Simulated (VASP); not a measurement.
# HfC (Fm-3m) in VASP: further runs, part 2 of 2

VASP 6.6.1. Earlier steps stand in the parts before.

### Step 3. Single point, PBE

INCAR

```
ALGO     = Normal         # electronic algorithm
EDIFF    = 1E-7           # SCF threshold, eV
ENCUT    = 520            # plane-wave cutoff, eV
GGA      = PE             # functional
ISIF     = 2              # what is computed and relaxed
ISMEAR   = 0              # smearing method
LASPH    = T              # aspherical terms in the spheres
LCHARG   = F              # write CHGCAR
LREAL    = F              # projectors in reciprocal space
LWAVE    = F              # write WAVECAR
NBANDS   = 14             # bands
NELM     = 100            # most SCF steps
PREC     = Accurate       # precision mode
SIGMA    = 0.027000000000000003 # smearing width, eV
```

KPOINTS

```
k-points
0
Gamma
  10 10 10
```

POSCAR

```
HfC
1.0
    0.0000000000      2.3250000000      2.3250000000
    2.3250000000      0.0000000000      2.3250000000
    2.3250000000      2.3250000000      0.0000000000
Hf C
1 1
Direct
    0.5000000000      0.5000000000      0.5000000000
    0.0000000000      0.0000000000      0.0000000000
```

Potentials or basis: VASP PAW PBE potentials, release 64 (Hf_pv, C).

Started as:

```
> cat potpaw_PBE.64/Hf_pv/POTCAR potpaw_PBE.64/C/POTCAR > POTCAR
> mpirun -np 1 vasp_std > vasp.out
```

OUTCAR:

```text
EDIFF = 1E-7
   ENCUT = 520
   GGA = PE
   ISIF = 2
   ISMEAR = 0
   LASPH = T
   LREAL = F
   NELM = 100
   PREC = Accurate

 ion  position               nearest neighbor table
   1  0.500  0.500  0.500-   2 2.33   2 2.33   2 2.33   2 2.33   2 2.33   2 2.33
   2  0.000  0.000  0.000-   1 2.33   1 2.33   1 2.33   1 2.33   1 2.33   1 2.33

  LATTYP: Found a face centered cubic cell.
 ALAT       =     4.6500000000

  Lattice vectors:

 A1 = (   0.0000000000,   2.3250000000,   2.3250000000)
 A2 = (   2.3250000000,   0.0000000000,   2.3250000000)
 A3 = (   2.3250000000,   2.3250000000,   0.0000000000)

Analysis of symmetry for initial positions (statically):
=====================================================================
 Subroutine PRICEL returns:
 Original cell was already a primitive cell.

 Routine SETGRP: Setting up the symmetry group for a
 face centered cubic supercell.

 Subroutine GETGRP returns: Found 48 space group operations
 (whereof 48 operations were pure point group operations)
 out of a pool of 48 trial point group operations.

The static configuration has the point symmetry O_h .

Analysis of symmetry for dynamics (positions and initial velocities):
[... 166 lines left out ...]
 k-point     1 :       0.0000    0.0000    0.0000
  band No.  band energies     occupation
      1     -23.6178      2.00000
      2     -23.6178      2.00000
      3     -23.6178      2.00000
      4      -6.3571      2.00000
      5       6.9513      0.00000
      6       6.9513      0.00000
      7       6.9513      0.00000
      8       7.3452      0.00000
      9       7.3452      0.00000
     10       7.3452      0.00000
     11       9.3443      0.00000
     12       9.3443      0.00000
     13      12.7804      0.00000
     14      16.9544      0.00000
[... 377 lines left out ...]
      1     -24.1077      2.00000
      2     -23.8148      2.00000
      3     -23.7943      2.00000
      4      -4.2732      2.00000
      5       2.2369      2.00000
      6       4.1530      2.00000
      7       5.2405      2.00000
      8       6.1651      0.00000
      9      11.3179      0.00000
     10      12.3365      0.00000
     11      12.4654      0.00000
     12      14.2275      0.00000
     13      17.5390      0.00000
     14      18.6125      0.00000

 [... further k-points ...]
[... 5 lines left out ...]
  --------------------------------------------------------------------------------------
  -------------------------------------------------------------------------------------
  Total       -0.0689048     -0.0689048     -0.0689048      0.0000000      0.0000000     -0.0000000
  in kB       -4.3919898     -4.3919898     -4.3919898      0.0000000      0.0000000     -0.0000000
  external PRESSURE =      -4.3919898 kB  Pullay stress =       0.0000000 kB

 VOLUME and BASIS-vectors are now :
 -----------------------------------------------------------------------------
  energy-cutoff  :      520.00
  volume of cell :       25.14
      direct lattice vectors                 reciprocal lattice vectors
     0.000000000  2.325000000  2.325000000    -0.215053763  0.215053763  0.215053763
     2.325000000  0.000000000  2.325000000     0.215053763 -0.215053763  0.215053763
     2.325000000  2.325000000  0.000000000     0.215053763  0.215053763 -0.215053763

 POSITION                                       TOTAL-FORCE (eV/Angst)
 -----------------------------------------------------------------------------------
      2.32500      2.32500      2.32500         0.000000      0.000000      0.000000
      0.00000      0.00000      0.00000        -0.000000     -0.000000     -0.000000
 -----------------------------------------------------------------------------------
    total drift:                                0.000000     -0.000000      0.000000

  FREE ENERGIE OF THE ION-ELECTRON SYSTEM (eV)
  ---------------------------------------------------
  free  energy   TOTEN  =       -21.0428762477 eV

  energy  without entropy=      -21.0426375255  energy(sigma->0) =      -21.04275689
```

stdout:

```text
POSCAR found type information on POSCAR HfC
 POSCAR found :  2 types and       2 ions
 scaLAPACK will be used
 LDA part: xc-table for (Slater+PW92), standard interpolation
 POSCAR, INCAR and KPOINTS ok, starting setup
 FFT: planning ... GRIDC
 FFT: planning ... GRID_SOFT
 FFT: planning ... GRID
 WAVECAR not read
 entering main loop
```

Run time: 11 s. Hardware: 1 thread of Intel Xeon Platinum 8259CL at 2.50GHz (Skylake/Cascade Lake), shared host; peak memory 0.15 GiB.

Results:

```yaml
Free_energy: -21.0429 eV
Pressure: -0.4 GPa
Band_gap_on_the_k_mesh: zero (band 7 reaches 6.95 eV, above the bottom of band 8 at 5.55 eV)
```

Caveat: spin-orbit coupling is left out, which moves the levels of the heavy elements.

### Step 4. Single point, PBE

INCAR

```
SYSTEM = HfC
PREC     = Accurate       ! precision mode
ENCUT    = 520            ! plane-wave cutoff, eV
EDIFF    = 1E-6           ! SCF threshold, eV
ISMEAR   = 0              ! smearing method
SIGMA    = 0.028000000000000004 ! smearing width, eV
LREAL    = .FALSE.        ! projectors in reciprocal space
LASPH    = .TRUE.         ! aspherical terms in the spheres
NELM     = 60             ! most SCF steps
ALGO     = Normal         ! electronic algorithm
ISIF     = 2              ! what is computed and relaxed
LWAVE    = .FALSE.        ! write WAVECAR
LCHARG   = .FALSE.        ! write CHGCAR
GGA      = PE             ! functional
NBANDS   = 14             ! bands
```

KPOINTS

```
regular mesh
0
G
  10 10 10
  0 0 0
```

POSCAR is that of step 3.

Started as:

```
> cat potpaw_PBE.64/Hf_pv/POTCAR potpaw_PBE.64/C/POTCAR > POTCAR
> mpirun -np 1 vasp_std > vasp.out
```

Wall time 11 s (1 thread of Intel Xeon Platinum 8259CL at 2.50GHz (Skylake/Cascade Lake), shared host); peak memory 0.15 GiB.

It converged, with:

```yaml
Free_energy: -21.0429 eV
Pressure: -0.5 GPa
Band_gap_on_the_k_mesh: zero (band 7 reaches 6.95 eV, above the bottom of band 8 at 5.55 eV)
```

Levels at points of the mesh, in eV from the Fermi level:
```csv
k point,band 3,band 4,band 5,band 6,band 7,band 8,band 9,band 10,band 11,band 12
"(0.00, 0.00, 0.00)",-29.59,-12.33,0.98,0.98,0.98,1.37,1.37,1.37,3.37,3.37
"(0.50, 0.00, 0.00)",-29.66,-8.59,-6.16,-3.00,-3.00,5.30,5.30,5.76,6.53,11.37
"(0.50, 0.50, 0.00)",-29.82,-10.43,-2.61,-1.79,-0.12,-0.12,5.29,6.72,6.72,8.41
```

Caveat: spin-orbit coupling is left out, which moves the levels of the heavy elements.

### Step 5. Single point, PBEsol

INCAR

```
PREC = Accurate
ENCUT = 520
EDIFF = 1E-6
ISMEAR = 0
SIGMA = 0.1
LREAL = False
LASPH = True
NELM = 100
ALGO = Normal
ISIF = 2
LWAVE = False
LCHARG = False
GGA = PS
NBANDS = 14
```

KPOINTS

```
regular mesh
0
Gamma
  10 10 10
```

POSCAR

```
HfC
1.0
    3.2880465300      0.0000000000      0.0000000000
    1.6440232650      2.8475318238      0.0000000000
    1.6440232650      0.9491772746      2.6846787497
Hf C
1 1
Direct
    0.5000000000      0.5000000000      0.5000000000
    0.0000000000      0.0000000000      0.0000000000
```

Started as:

```
> cat potpaw_PBE.64/Hf_pv/POTCAR potpaw_PBE.64/C/POTCAR > POTCAR
> mpirun -np 1 vasp_std > vasp.out
```

Run time: 13 s. Hardware: 1 thread of AMD EPYC 9R45 (Zen 5), shared host; peak memory 0.11 GiB.

It converged, with:

* Free energy: -22.1777 eV
* Pressure: -7.0 GPa
* Band gap on the k mesh: zero (band 7 reaches 6.83 eV, above the bottom of band 8 at 5.41 eV)

Levels at points of the mesh, in eV from the Fermi level:
```tsv
k point	band 4	band 5	band 6	band 7	band 8	band 9	band 10	band 11
(0.00, 0.00, 0.00)	-12.32	0.99	0.99	0.99	1.31	1.31	1.31	3.33
(0.50, 0.00, 0.00)	-8.52	-6.21	-3.02	-3.02	5.26	5.26	5.73	6.48
(0.50, 0.50, 0.00)	-10.39	-2.62	-1.86	-0.11	-0.11	5.26	6.69	6.69
```

Caveat: the PAW data sets were made with another functional, which shifts forces and pressure a little; spin-orbit coupling is left out, which moves the levels of the heavy elements.

### Step 6. Overview

| level | smearing | gap on the mesh (eV) | pressure (GPa) |
| --- | --- | --- | --- |
| PBE | gaussian 0.017 eV | none | -0.5 |
| PBE | gaussian 0.027 eV | none | -0.4 |
| PBE | gaussian 0.028 eV | none | -0.5 |
| PBEsol | gaussian 0.1 eV | none | -7.0 |

Alike in all rows: task single point; potentials or basis VASP PAW PBE potentials, release 64 (Hf_pv, C); no spin polarisation; cell a = 3.288 Å, angles 60.0°, 2 atoms; k mesh 10 × 10 × 10; cutoff (eV) 520.

Every run on the cell as given and a fine mesh finds a metal.

Caveats: spin-orbit coupling is left out, which moves the levels of the heavy elements; the PAW data sets were made with another functional, which shifts forces and pressure a little (some runs).

Total energies depend on the potentials used, so only differences within one code and one set of settings carry meaning.
